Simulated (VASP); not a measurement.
A run of VASP 6.6.1 is set up as follows.

The input INCAR:

```
SYSTEM = HfNbTe4
PREC = Accurate
ENCUT = 500
EDIFF = 1E-6
ISMEAR = 0
SIGMA = 0.1
LREAL = .False.
LASPH = .True.
NELM = 120
ALGO = Normal
ISIF = 2
LWAVE = .False.
LCHARG = .False.
GGA = PE
NBANDS = 32
GGA_COMPAT = .False.
```

The input KPOINTS:

```
Automatic mesh
0
Gamma
  3 3 4
  0 0 0
```

POSCAR

```
HfNbTe4
1.0
    6.2427263682     -0.0000000029      0.0000000000
   -3.1213631816      5.4063596252      0.0000000000
    0.0000000000      0.0000000000      4.9127313508
Hf Nb Te
1 1 4
Direct
    0.0000000000      0.0000000000      0.0000000000
    0.3333333333      0.6666666667      0.0000000000
    0.6666666667      0.3333333333      0.0000000000
    0.0164704742      0.5082352371      0.5000000000
    0.4917647629      0.5082352371      0.5000000000
    0.4917647629      0.9835295258      0.5000000000
```

Potentials or basis: VASP PAW PBE potentials, release 64 (Hf_pv, Nb_sv, Te).

Command:

```sh
$ cat potpaw_PBE.64/Hf_pv/POTCAR potpaw_PBE.64/Nb_sv/POTCAR potpaw_PBE.64/Te/POTCAR > POTCAR
$ mpirun -np 1 vasp_std > vasp.out
```

(1) Predict the pressure.

(2) Predict the band gap on the k mesh.

(3) What does it give for the largest force?

## Answers

(1) -0.1 GPa.

(2) zero (an odd number of electrons rules out a gap without spin polarisation).

(3) 0.011 eV/Å.

Caveat: the k points lie up to 0.39 Å⁻¹ apart, too coarse for converged energies and pressures of a metal; spin-orbit coupling is left out, which moves the levels of the heavy elements; an odd number of electrons without spin polarisation forces a metal; a magnetic or distorted state may lie lower.
